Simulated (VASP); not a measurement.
Ag, 1 atom in the cell. Symmetry: Pm-3m, No. 221, cubic system. The conventional cell has a = 2.685 Å, b = 2.685 Å, c = 2.685 Å, α = 90.00°, β = 90.00°, γ = 90.00°. Within 3.5 Å of Ag (site symmetry m-3m) lie 6 Ag at 2.69 Å. 

```yaml
Program: VASP 6.6.1
Task: single point
Functional: PBEsol
Potentials_or_basis: VASP PAW PBE potentials, release 64 (Ag)
Cutoff: 520 eV
k_mesh: 16 × 16 × 16
Occupations: fermi-dirac, width 0.05 eV
Spin: no spin polarisation
Dipole_correction: no
Further_INCAR_settings: ALGO = Normal; EDIFF = 1e-06; NBANDS = 12
```

Potentials or basis: VASP PAW PBE potentials, release 64 (Ag).

Command:

```bash
$ cat potpaw_PBE.64/Ag/POTCAR > POTCAR
$ mpirun -np 1 vasp_std > vasp.out
```

Hardware: 1 thread of AMD EPYC 9R45 96-Core Processor (Zen 5) (shared host).

**Question.** How long does it take, and how much memory?

**Answer.** Run time: 15 s on 1 thread of AMD EPYC 9R45 96-Core Processor (Zen 5), on a shared host, peak memory 0.12 GiB. Counts: scf iterations 11, k points 165.
